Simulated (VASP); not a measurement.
Set up this calculation in VASP 6.6.1, as the native input.

| Item | Value |
| --- | --- |
| Task | single point |
| Functional | PBE |
| Potentials or basis | VASP PAW PBE potentials, release 64 (Al, N) |
| Cutoff | 520 eV |
| k mesh | 10 × 10 × 10 |
| Occupations | gaussian, width 0.05 eV |
| Spin | no spin polarisation |
| Dipole correction | no |
| Further INCAR settings | ALGO = Normal; EDIFF = 1e-07; NBANDS = 11 |

The structure of AlN lies in POSCAR:

```
AlN
1.0
    0.0000000000      2.2012588983      2.2012588983
    2.2012588983      0.0000000000      2.2012588983
    2.2012588983      2.2012588983      0.0000000000
Al N
1 1
Direct
   -0.0028653889      0.0085725832      0.0028653889
    0.7555195688      0.7334867221      0.7444804312
```

This cell differs from its parent crystal: atoms displaced along a vibrational mode.

These files were run (other wordings do the same):

INCAR

```
SYSTEM = AlN
  PREC = Accurate
  ENCUT = 520
  EDIFF = 1E-7
  ISMEAR = 0
  SIGMA = 0.05
  LREAL = .False.
  LASPH = .True.
  NELM = 80
  ALGO = Normal
  ISIF = 2
  LWAVE = .False.
  LCHARG = .True.
  GGA = PE
  LELF = .True.
  LVHAR = .True.
  NBANDS = 11
```

KPOINTS

```
regular mesh
0
Gamma
  10 10 10
  0 0 0
```

Potentials or basis: VASP PAW PBE potentials, release 64 (Al, N).

Command:

```bash
$ cat potpaw_PBE.64/Al/POTCAR potpaw_PBE.64/N/POTCAR > POTCAR
$ mpirun -np 1 vasp_std > vasp.out
```

Results of the run:

```json
{
 "Pressure": "0.6 GPa",
 "Largest force": "1.146 eV/Å",
 "Band gap on the k mesh": "3.09 eV (least direct gap 3.77 eV)"
}
```

Caveat: the cell differs from its parent crystal (atoms displaced along a vibrational mode); forces of over 1 eV/Å act on the atoms, so gaps and moduli don't describe the material at rest.

It took 2.4 min on 1 thread of AMD EPYC 7R13 (shared host), peak memory 0.2 GiB.
